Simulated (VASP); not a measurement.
Wanted: the native input for a VASP 6.6.1 run.

| Quantity | Value |
| --- | --- |
| Task | single point |
| Functional | PBE0 |
| Dispersion | D3(BJ) |
| Potentials or basis | VASP PAW PBE potentials, release 64 (Pt) |
| Cutoff | 520 eV |
| k mesh | 8 × 8 × 8 |
| Occupations | fermi-dirac, width 0.1 eV |
| Spin | no spin polarisation |
| Dipole correction | no |
| Grid for exact exchange (PRECFOCK) | Normal |
| Further INCAR settings | ALGO = Normal; EDIFF = 1e-06; NBANDS = 11 |
| Share of exact exchange | 0.25 |

Crystal: Pt.

```xyz
1
Lattice="0.0000 1.9422 1.9422 1.9422 0.0000 1.9422 1.9422 1.9422 0.0000" Properties=species:S:1:pos:R:3 pbc="T T T"
Pt    0.0000    0.0000    0.0000
```

These files were run (other wordings do the same):

POSCAR

```
Pt
1.0
    0.0000000000      1.9421934086      1.9421934086
    1.9421934086      0.0000000000      1.9421934086
    1.9421934086      1.9421934086      0.0000000000
Pt
1
Direct
    0.0000000000      0.0000000000      0.0000000000
```

INCAR.step1

```
SYSTEM = Pt
PREC = Accurate ; ENCUT = 520
EDIFF = 1E-5 ; ISMEAR = -1
SIGMA = 0.1 ; LREAL = .FALSE.
LASPH = .TRUE. ; NELM = 100
ALGO = Normal ; ISIF = 2
LWAVE = .TRUE. ; GGA = PE
NBANDS = 11
```

INCAR.step2

```
SYSTEM = Pt
PREC = Accurate ; ENCUT = 520
EDIFF = 1E-6 ; ISMEAR = -1
SIGMA = 0.1 ; LREAL = .FALSE.
LASPH = .TRUE. ; NELM = 100
ALGO = Normal ; ISIF = 2
LWAVE = .FALSE. ; LCHARG = .TRUE.
GGA = PE ; LHFCALC = .TRUE.
AEXX = 0.25 ; PRECFOCK = Normal
IVDW = 12 ; LELF = .TRUE.
LVHAR = .TRUE. ; ISTART = 1
NBANDS = 11
```

KPOINTS

```
regular mesh
0
G
  8 8 8
  0 0 0
```

Potentials or basis: VASP PAW PBE potentials, release 64 (Pt).

The run is started by

```console
$ cat potpaw_PBE.64/Pt/POTCAR > POTCAR
$ cp INCAR.step1 INCAR
$ mpirun -np 1 vasp_std > vasp.out
$ cp INCAR.step2 INCAR
$ mpirun -np 1 vasp_std > vasp.out
```

It gave:

The pressure is -1.0 GPa and the band gap on the k mesh is zero (bands 5 and 6 overlap by 3.83 eV). The dispersion energy per atom is -0.890 eV.

Caveat: the PAW data sets were made with another functional, which shifts forces and pressure a little; spin-orbit coupling is left out, which moves the levels of the heavy elements.

Wall time 77 min on 1 thread of AMD EPYC 7R43 64-Core Processor (Zen 3), on a shared host, peak memory 0.11 GiB.
